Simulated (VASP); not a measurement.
# Bi (R-3m) in VASP: further runs, part 2 of 2

VASP 6.6.1. Earlier steps stand in the parts before.

## (3) Single point, LDA

This run uses another cell than the first one, of 33.51 Å³/atom.

INCAR reads:

```
SYSTEM = Bi
PREC = Accurate
ENCUT = 520
EDIFF = 1E-6
ISMEAR = 0
SIGMA = 0.1
LREAL = .FALSE.
LASPH = .TRUE.
NELM = 100
ALGO = Fast
ISIF = 2
LWAVE = .FALSE.
LCHARG = .FALSE.
NBANDS = 22
```

KPOINTS reads:

```
regular mesh
0
G
  12 12 12
  0 0 0
```

POSCAR reads:

```
Bi
1.0
    2.2467522574      1.2971630206      3.8323808428
   -2.2467522574      1.2971630206      3.8323808428
    0.0000000000     -2.5943260412      3.8323808428
Bi
2
Direct
    0.2371917583      0.2371917583      0.2371917583
    0.7628082417      0.7628082417      0.7628082417
```

Potentials or basis: VASP PAW LDA potentials, release 64 (Bi_d).

Launch:

```sh
cat potpaw_LDA.64/Bi_d/POTCAR > POTCAR
mpirun -np 1 vasp_std > vasp.out
```

OUTCAR:

```text
SYSTEM = Bi
   PREC = Accurate
   ENCUT = 520
   EDIFF = 1E-6
   ISMEAR = 0
   LREAL = .FALSE.
   LASPH = .TRUE.
   NELM = 100
   ISIF = 2

 ion  position               nearest neighbor table
   1  0.237  0.237  0.237-   2 3.06   2 3.06   2 3.06   2 3.41   2 3.41   2 3.41
   2  0.763  0.763  0.763-   1 3.06   1 3.06   1 3.06   1 3.41   1 3.41   1 3.41

  LATTYP: Found a trigonal (rhomboedric) cell.
 ALAT       =     4.6279229177
 COS(alpha) =     0.5286232741

  Lattice vectors:

 A1 = (   2.2467522574,   1.2971630206,   3.8323808428)
 A2 = (  -2.2467522574,   1.2971630206,   3.8323808428)
[... 787 lines left out ...]

  FORCE on cell =-STRESS in cart. coord.  units (eV):
  Direction    XX          YY          ZZ          XY          YZ          ZX
  --------------------------------------------------------------------------------------
  -------------------------------------------------------------------------------------
  Total        0.0449682      0.0449682      0.0332832      0.0000000     -0.0000000      0.0000000
  in kB        1.0750933      1.0750933      0.7957297      0.0000000     -0.0000000      0.0000000
  external PRESSURE =       0.9819721 kB  Pullay stress =       0.0000000 kB

 VOLUME and BASIS-vectors are now :
 -----------------------------------------------------------------------------
  energy-cutoff  :      520.00
  volume of cell :       67.01
      direct lattice vectors                 reciprocal lattice vectors
     2.246752257  1.297163021  3.832380843     0.222543451  0.128485521  0.086978134
    -2.246752257  1.297163021  3.832380843    -0.222543451  0.128485521  0.086978134
     0.000000000 -2.594326041  3.832380843     0.000000000 -0.256971042  0.086978134

 POSITION                                       TOTAL-FORCE (eV/Angst)
 -----------------------------------------------------------------------------------
      0.00000      0.00000      2.72703         0.000000      0.000000      0.020585
      0.00000      0.00000      8.77012         0.000000     -0.000000     -0.020585
 -----------------------------------------------------------------------------------
    total drift:                                0.000000     -0.000000      0.000000

  FREE ENERGIE OF THE ION-ELECTRON SYSTEM (eV)
  ---------------------------------------------------
  free  energy   TOTEN  =        -9.1258208353 eV

  energy  without entropy=       -9.1246828017  energy(sigma->0) =       -9.12525182
```

Wall time 5.1 min (1 thread of Intel Xeon Platinum 8488C (Sapphire Rapids), shared host); peak memory 0.33 GiB.

Results:

| Item | Value |
| --- | --- |
| Free energy | -9.1258 eV |
| Pressure | 0.1 GPa |
| Largest force | 0.021 eV/Å |
| Band gap on the k mesh | zero (bands 15 and 16 overlap by 0.19 eV) |

Forces on the atoms (eV/Å):
```
Bi   0.000  0.000  0.021
Bi   0.000  0.000 -0.021
```

Caveat: spin-orbit coupling is left out, which moves the levels of the heavy elements.

## (4) Single point, LDA

This run uses another cell than the first one, of 33.42 Å³/atom.

INCAR reads:

```
PREC     = Accurate       # precision mode
ENCUT    = 520            # plane-wave cutoff, eV
EDIFF    = 1E-6           # SCF threshold, eV
ISMEAR   = -1             # smearing method
SIGMA    = 0.15           # smearing width, eV
LREAL    = F              # projectors in reciprocal space
LASPH    = T              # aspherical terms in the spheres
NELM     = 60             # most SCF steps
ALGO     = Fast           # electronic algorithm
ISIF     = 2              # what is computed and relaxed
LWAVE    = F              # write WAVECAR
LCHARG   = T              # write CHGCAR
GGA      = CA             # functional
LELF     = T              # ELF
LVHAR    = T            
NBANDS   = 22             # bands
```

KPOINTS reads:

```
regular mesh
0
Gamma
  12 12 12
```

POSCAR reads:

```
Bi
1.0
    2.2469245798      1.2972625110      3.8215399490
   -2.2469245798      1.2972625110      3.8215399490
    0.0000000000     -2.5945250220      3.8215399490
Bi
2
Direct
    0.2380266371      0.2380266371      0.2380266371
    0.7619733629      0.7619733629      0.7619733629
```

Potentials or basis: VASP PAW LDA potentials, release 64 (Bi_d).

Launch:

```sh
cat potpaw_LDA.64/Bi_d/POTCAR > POTCAR
mpirun -np 1 vasp_std > vasp.out
```

OUTCAR:

```text
PREC = Accurate
   ENCUT = 520
   EDIFF = 1E-6
   ISMEAR = -1
   LREAL = F
   LASPH = T
   NELM = 60
   ISIF = 2
   GGA = CA

 ion  position               nearest neighbor table
   1  0.238  0.238  0.238-   2 3.07   2 3.07   2 3.07   2 3.39   2 3.39   2 3.39
   2  0.762  0.762  0.762-   1 3.07   1 3.07   1 3.07   1 3.39   1 3.39   1 3.39

  LATTYP: Found a trigonal (rhomboedric) cell.
 ALAT       =     4.6190613410
 COS(alpha) =     0.5267402973

  Lattice vectors:

[... 786 lines left out ...]

------------------------ aborting loop because EDIFF is reached ----------------------------------------

  FORCE on cell =-STRESS in cart. coord.  units (eV):
  Direction    XX          YY          ZZ          XY          YZ          ZX
  --------------------------------------------------------------------------------------
  -------------------------------------------------------------------------------------
  Total        0.0326531      0.0326531      0.0195306      0.0000000     -0.0000000      0.0000000
  in kB        0.7827595      0.7827595      0.4681875      0.0000000     -0.0000000      0.0000000
  external PRESSURE =       0.6779022 kB  Pullay stress =       0.0000000 kB

 VOLUME and BASIS-vectors are now :
 -----------------------------------------------------------------------------
  energy-cutoff  :      520.00
  volume of cell :       66.84
      direct lattice vectors                 reciprocal lattice vectors
     2.246924580  1.297262511  3.821539949     0.222526383  0.128475667  0.087224872
    -2.246924580  1.297262511  3.821539949    -0.222526383  0.128475667  0.087224872
     0.000000000 -2.594525022  3.821539949     0.000000000 -0.256951334  0.087224872

 POSITION                                       TOTAL-FORCE (eV/Angst)
 -----------------------------------------------------------------------------------
      0.00000      0.00000      2.72888         0.000000      0.000000      0.019067
      0.00000      0.00000      8.73573         0.000000      0.000000     -0.019067
 -----------------------------------------------------------------------------------
    total drift:                                0.000000     -0.000000      0.000000

  FREE ENERGIE OF THE ION-ELECTRON SYSTEM (eV)
  ---------------------------------------------------
  free  energy   TOTEN  =        -9.1403699119 eV

  energy  without entropy=       -9.0968257789  energy(sigma->0) =       -9.11859785
```

Run time: 4.5 min. Hardware: 1 thread of Intel Xeon Platinum 8488C (Sapphire Rapids), shared host; peak memory 0.33 GiB.

Results:

| Quantity | Value |
| --- | --- |
| Free energy | -9.1404 eV |
| Pressure | 0.1 GPa |
| Largest force | 0.019 eV/Å |
| Band gap on the k mesh | zero (bands 15 and 16 overlap by 0.21 eV) |

Forces on the atoms (eV/Å):
```
Bi   0.000  0.000  0.019
Bi   0.000  0.000 -0.019
```

Levels at points of the mesh, in eV from the Fermi level:
```tsv
k point	band 12	band 13	band 14	band 15	band 16	band 17	band 18	band 19
(0.00, 0.00, 0.00)	-7.35	-1.59	-1.36	-1.36	2.81	3.06	3.06	5.48
(0.50, 0.00, 0.00)	-10.81	-1.12	-1.03	-0.33	-0.28	0.27	0.64	7.83
(0.50, 0.50, 0.00)	-9.46	-5.09	-3.28	-3.16	2.42	5.12	5.41	7.16
(0.50, 0.50, 0.50)	-10.35	-0.84	-0.58	-0.58	0.38	0.38	0.49	7.41
```

Caveat: spin-orbit coupling is left out, which moves the levels of the heavy elements.

## (5) Summary

| cell | k mesh | smearing | further INCAR settings | gap on the mesh (eV) | pressure (GPa) | largest force (eV/Å) |
| --- | --- | --- | --- | --- | --- | --- |
| a = 4.729 Å, angles 57.3°, 2 atoms, atomic positions A | 6 × 6 × 6 | gaussian 0.1 eV | ALGO = Fast; EDIFF = 1e-07; NBANDS = 22 | none | -1.4 | 0.01 |
| a = 4.628 Å, angles 58.1°, 2 atoms, atomic positions B | 12 × 12 × 12 | gaussian 0.1 eV | ALGO = Fast; EDIFF = 1e-06; NBANDS = 22 | none | 0.1 | 0.02 |
| a = 4.619 Å, angles 58.2°, 2 atoms, atomic positions C | 12 × 12 × 12 | fermi-dirac 0.15 eV | ALGO = Fast; EDIFF = 1e-06; NBANDS = 22 | none | 0.1 | 0.02 |

Alike in all rows: task single point; level LDA; potentials or basis VASP PAW LDA potentials, release 64 (Bi_d); no spin polarisation; cutoff (eV) 520.

Caveats: spin-orbit coupling is left out, which moves the levels of the heavy elements.

Total energies depend on the potentials used, so only differences within one code and one set of settings carry meaning.
